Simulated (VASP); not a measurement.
# Te (R-3m) in VASP: further runs, part 2 of 3

VASP 6.6.1. Earlier steps stand in the parts before.

## (3) Single point, PBEsol (strained)

Contents of INCAR:

```
PREC     = Accurate       # precision mode
ENCUT    = 520            # plane-wave cutoff, eV
EDIFF    = 1E-6           # SCF threshold, eV
ISMEAR   = 0              # smearing method
SIGMA    = 0.1            # smearing width, eV
LREAL    = False          # projectors in reciprocal space
LASPH    = True           # aspherical terms in the spheres
NELM     = 80             # most SCF steps
ALGO     = Normal         # electronic algorithm
ISIF     = 2              # what is computed and relaxed
LWAVE    = False          # write WAVECAR
LCHARG   = True           # write CHGCAR
GGA      = PS             # functional
LELF     = True           # ELF
LVHAR    = True         
NBANDS   = 9              # bands
```

Contents of KPOINTS:

```
regular mesh
0
Gamma
  15 15 15
```

Contents of POSCAR:

```
Te
1.0
    2.3649585529      1.3654094572      1.6328018060
   -2.3649585529      1.3654094572      1.6328018060
    0.0000000000     -2.7308189142      1.6328018060
Te
1
Direct
    0.5000000000      0.5000000000      0.5000000000
```

Potentials or basis: VASP PAW PBE potentials, release 64 (Te).

Launch:

```sh
> cat potpaw_PBE.64/Te/POTCAR > POTCAR
> mpirun -np 1 vasp_std > vasp.out
```

OUTCAR:

```text
PREC = Accurate
   ENCUT = 520
   EDIFF = 1E-6
   ISMEAR = 0
   LREAL = False
   LASPH = True
   NELM = 80
   ISIF = 2
   GGA = PS

 ion  position               nearest neighbor table
   1  0.500  0.500  0.500-

  LATTYP: Found a trigonal (rhomboedric) cell.
 ALAT       =     3.1817312395
 COS(alpha) =    -0.1049689627

  Lattice vectors:

 A1 = (   2.3649585529,   1.3654094572,   1.6328018060)
 A2 = (  -2.3649585529,   1.3654094572,   1.6328018060)
 A3 = (   0.0000000000,  -2.7308189142,   1.6328018060)

Analysis of symmetry for initial positions (statically):
=====================================================================
 Subroutine PRICEL returns:
 Original cell was already a primitive cell.

 Routine SETGRP: Setting up the symmetry group for a
 trigonal (rhombohedral) supercell.

 Subroutine GETGRP returns: Found 12 space group operations
 (whereof 12 operations were pure point group operations)
 out of a pool of 12 trial point group operations.

The static configuration has the point symmetry D_3d.

Analysis of symmetry for dynamics (positions and initial velocities):
=====================================================================
 Subroutine PRICEL returns:
 Original cell was already a primitive cell.

 Routine SETGRP: Setting up the symmetry group for a
 trigonal (rhombohedral) supercell.

 Subroutine GETGRP returns: Found 12 space group operations
 (whereof 12 operations were pure point group operations)
 out of a pool of 12 trial point group operations.

The dynamic configuration has the point symmetry D_3d.

 Subroutine INISYM returns: Found 12 space group operations
 (whereof 12 operations are pure point group operations),
 and found     1 'primitive' translations

----------------------------------------------------------------------------------------

                                     Primitive cell

  volume of cell :      31.6352

  direct lattice vectors                    reciprocal lattice vectors
     2.364958553  1.365409457  1.632801806     0.211420196  0.122063507  0.204148068
    -2.364958553  1.365409457  1.632801806    -0.211420196  0.122063507  0.204148068
     0.000000000 -2.730818914  1.632801806     0.000000000 -0.244127014  0.204148068

  length of vectors
     3.181731240  3.181731240  3.181731239     0.318236441  0.318236441  0.318236441

  position of ions in fractional coordinates (direct lattice)
     0.500000000  0.500000000  0.500000000

  ion indices of the primitive-cell ions
   primitive index   ion index
                 1           1

----------------------------------------------------------------------------------------

 KPOINTS: regular mesh

Automatic generation of k-mesh.
 Grid dimensions read from file:
 generate k-points for:   15   15   15

 Generating k-lattice:

  Cartesian coordinates                     Fractional coordinates (reciprocal lattice)
     0.014094680  0.008137567  0.013609871     0.066666667  0.000000000  0.000000000
    -0.014094680  0.008137567  0.013609871     0.000000000  0.066666667  0.000000000
     0.000000000 -0.016275134  0.013609871     0.000000000  0.000000000  0.066666667

  Length of vectors
     0.021215763  0.021215763  0.021215763

  Shift w.r.t. Gamma in fractional coordinates (k-lattice)
     0.000000000  0.000000000  0.000000000

 Subroutine IBZKPT returns following result:
 ===========================================

 Found    344 irreducible k-points:

 Following reciprocal coordinates:
            Coordinates               Weight
  0.000000  0.000000  0.000000      1.000000
  0.066667  0.000000  0.000000      6.000000
  0.133333  0.000000  0.000000      6.000000
  0.200000  0.000000 -0.000000      6.000000
  0.266667  0.000000  0.000000      6.000000
  0.333333  0.000000 -0.000000      6.000000
[... 16 lines left out ...]
  0.133333  0.133333  0.000000      6.000000
  0.200000  0.133333  0.000000     12.000000
 [... further k-points ...]
   k-points           NKPTS =    344   k-points in BZ     NKDIM =    344   number of bands    NBANDS=      9
   number of dos      NEDOS =    301   number of ions     NIONS =      1
   total plane-waves  NPLWV =  13824
   dimension x,y,z NGX =    24 NGY =   24 NGZ =   24
   dimension x,y,z NGXF=    48 NGYF=   48 NGZF=   48
   ions per type =               1
   NGX,Y,Z   is equivalent  to a cutoff of  12.54, 12.54, 12.54 a.u.
   NGXF,Y,Z  is equivalent  to a cutoff of  25.08, 25.08, 25.08 a.u.
 SYSTEM =  unknown system
   PREC   = accura    normal or accurate (medium, high low for compatibility)
   ISTART =      0    job   : 0-new  1-cont  2-samecut
   ICHARG =      2    charge: 1-file 2-atom 10-const
   ISPIN  =      1    spin polarized calculation?
   LNONCOLLINEAR =      F non collinear calculations
   LSORBIT =      F    spin-orbit coupling
   LASPH  =      T    aspherical Exc in radial PAW
   ENCUT  =  520.0 eV  38.22 Ry    6.18 a.u.   5.92  5.92  5.92*2*pi/ulx,y,z
   NELM   =     80;   NELMIN=  2; NELMDL= -5     # of ELM steps
   EDIFF  = 0.1E-05   stopping-criterion for ELM
   LREAL  =      F    real-space projection
   EDIFFG = 0.1E-04   stopping-criterion for IOM
   NSW    =      0    number of steps for IOM
   IBRION =     -1    ionic relax: 0-MD 1-quasi-New 2-CG
   NFREE  =      0    steps in history (QN), initial steepest desc. (CG)
   ISIF   =      2    stress and relaxation
   ISYM   =      2    0-nonsym 1-usesym 2-fastsym
   POTIM  = 0.5000    time-step for ionic-motion
   TEBEG  =    0.0;   TEEND  =   0.0 temperature during run
   PSTRESS=    0.0 pullay stress
   NELECT =       6.0000    total number of electrons
   NUPDOWN=      -1.0000    fix difference up-down
   EMIN   =  10.00;   EMAX   =-10.00  energy-range for DOS
   EFERMI =   0.00;   METHOD = LEGACY
   ISMEAR =     0;   SIGMA  =   0.10  broadening in eV -4-tet -1-fermi 0-gaus
   EFERMI_NEDOS =   21; number of points for ismear=-14 and -15
   IALGO  =     38    algorithm
   IMIX   =      4    mixing-type and parameters
     AMIX     =   0.40;   BMIX     =  1.00
     AMIX_MAG =   1.60;   BMIX_MAG =  1.00
  volume/ion in A,a.u.               =      31.64       213.49
  Fermi-wavevector in a.u.,A,eV,Ry     =   0.940593  1.777462 12.037269  0.884714
  Thomas-Fermi vector in A             =   2.068020
   LORBIT       =      0    0 simple, 1 ext, 2 COOP (PROOUT), +10 PAW based schemes
   GGA     = PS    functional components
   LHFCALC =     F    Hartree Fock is set to
   AEXX    =    0.0000 exact exchange contribution
   IVDW    =     0    specifies the selected vdW correction
   LEPSILON=     F    determine dielectric tensor
   LRPA    =     F    only Hartree local field effects (RPA)
 non-spin polarized calculation
 Gauss-broadening in eV      SIGMA  =   0.10
  energy-cutoff  :      520.00
  volume of cell :       31.64
 maximum number of plane-waves:       865
   NGX = 11   NGY = 11   NGZ = 11

 number of electron       5.9999998 magnetization

 Free energy of the ion-electron system (eV)
  ---------------------------------------------------
  ext. energy  EPLUGINS =         0.00000000
  ---------------------------------------------------
  free energy    TOTEN  =        -3.50347054 eV

  energy without entropy =       -3.50149793  energy(sigma->0) =       -3.50248424

 E-fermi :   6.6244     XC(G=0):  -9.5941

 val. band max:        6.5977202043   @ k =   0.3333   0.1333   0.0000
 cond. band min:       6.6541184431   @ k =  -0.2000   0.1333   0.1333
 fundamental gap:      0.0563982388
 Fermi energy:         6.6243801776

 k-point     1 :       0.0000    0.0000    0.0000
  band No.  band energies     occupation
      1      -7.1083      2.00000
      2       7.5783      0.00000
      3       8.2868      0.00000
      4       8.2868      0.00000
      5      12.9332      0.00000
      6      12.9332      0.00000
      7      13.2675      0.00000
      8      22.4318      0.00000
      9      22.4564      0.00000

 k-point     2 :       0.0667    0.0000    0.0000
  band No.  band energies     occupation
      1      -7.0532      2.00000
      2       7.2374      0.00000
      3       8.0102      0.00000
      4       8.3260      0.00000
      5      12.9882      0.00000
      6      13.1859      0.00000
      7      13.8387      0.00000
      8      21.4095      0.00000
      9      21.6110      0.00000
[... 253 lines left out ...]
 k-point    24 :       0.2000    0.1333    0.0000
  band No.  band energies     occupation
      1      -6.3597      2.00000
      2       4.5298      2.00000
      3       6.1051      2.00000
      4       8.5299      0.00000
      5      13.9150      0.00000
      6      16.2792      0.00000
      7      17.7285      0.00000
      8      19.4882      0.00000
      9      20.3825      0.00000

 [... further k-points ...]
[... 5 lines left out ...]
  --------------------------------------------------------------------------------------
  -------------------------------------------------------------------------------------
  Total       -0.4128669     -0.4128669     -0.2401230      0.0000000     -0.0000000      0.0000000
  in kB      -20.9097827    -20.9097827    -12.1611109      0.0000000     -0.0000000      0.0000000
  external PRESSURE =     -17.9935588 kB  Pullay stress =       0.0000000 kB

 VOLUME and BASIS-vectors are now :
 -----------------------------------------------------------------------------
  energy-cutoff  :      520.00
  volume of cell :       31.64
      direct lattice vectors                 reciprocal lattice vectors
     2.364958553  1.365409457  1.632801806     0.211420196  0.122063507  0.204148068
    -2.364958553  1.365409457  1.632801806    -0.211420196  0.122063507  0.204148068
     0.000000000 -2.730818914  1.632801806     0.000000000 -0.244127014  0.204148068

 POSITION                                       TOTAL-FORCE (eV/Angst)
 -----------------------------------------------------------------------------------
      0.00000      0.00000      2.44920         0.000000     -0.000000      0.000000
 -----------------------------------------------------------------------------------
    total drift:                                0.000000      0.000000     -0.000000

  FREE ENERGIE OF THE ION-ELECTRON SYSTEM (eV)
  ---------------------------------------------------
  free  energy   TOTEN  =        -3.5034705430 eV

  energy  without entropy=       -3.5014979324  energy(sigma->0) =       -3.50248424
```

Run time: 31 s. Hardware: 1 thread of Intel Xeon 8259CL, shared host; peak memory 0.21 GiB.

Results:

```yaml
Free_energy: -3.5035 eV
Pressure: -1.8 GPa
Band_gap_on_the_k_mesh: zero (bands 3 and 4 overlap by 4.60 eV)
```

Stress tensor (GPa, compression positive):
```
-2.09  0.00  0.00
 0.00 -2.09  0.00
 0.00  0.00 -1.22
```

Caveat: the cell differs from its parent crystal (strained); the PAW data sets were made with another functional, which shifts forces and pressure a little; spin-orbit coupling is left out, which moves the levels of the heavy elements.

(Continued in part 3 of 3.)
